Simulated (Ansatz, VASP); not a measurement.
Two plane-wave programs on Zr2AlN3

```
CELL_PARAMETERS angstrom
3.38054 0.00000 0.00000
-1.69027 2.92764 0.00000
0.00000 0.00000 16.22726
ATOMIC_POSITIONS crystal
Zr 0.33333 0.66667 0.00000
Zr 0.33333 0.66667 0.33333
Zr 0.66667 0.33333 0.16667
Zr 0.66667 0.33333 0.50000
Al 0.33333 0.66667 0.66667
Al 0.66667 0.33333 0.83333
N 0.33333 0.66667 0.12667
N 0.33333 0.66667 0.46000
N 0.33333 0.66667 0.79333
N 0.66667 0.33333 0.29333
N 0.66667 0.33333 0.62667
N 0.66667 0.33333 0.96000
```

Alike in both runs: task relaxation of cell and atoms; functional PBE; k mesh 6 × 6 × 1; occupations gaussian, width 0.1 eV; no spin polarisation.

```csv
,VASP,Ansatz
version,VASP 6.6.1,Ansatz 0.2.0
potentials or method,"VASP PAW PBE potentials, release 64 (Zr_sv, Al, N), cutoff 600 eV","scalar-relativistic, plane waves, PAW"
valence electrons in the cell,84,84
```

Ansatz gave:

* gap on the k mesh at the Fermi level, each at its own relaxed structure (eV): none
* relaxed volume (Å³/atom): 13.80
* relaxed cell length with the largest relative difference (Å): 16.724

Problem. What did VASP give for the same quantities?

Solution. gap on the k mesh at the Fermi level, each at its own relaxed structure (eV): none; relaxed volume (Å³/atom): 13.80; relaxed cell length with the largest relative difference (Å): 16.740.

A gap of «none» marks a metal or a gap that the smearing closes.

The k mesh is coarse, so the values compare programs but aren't converged.
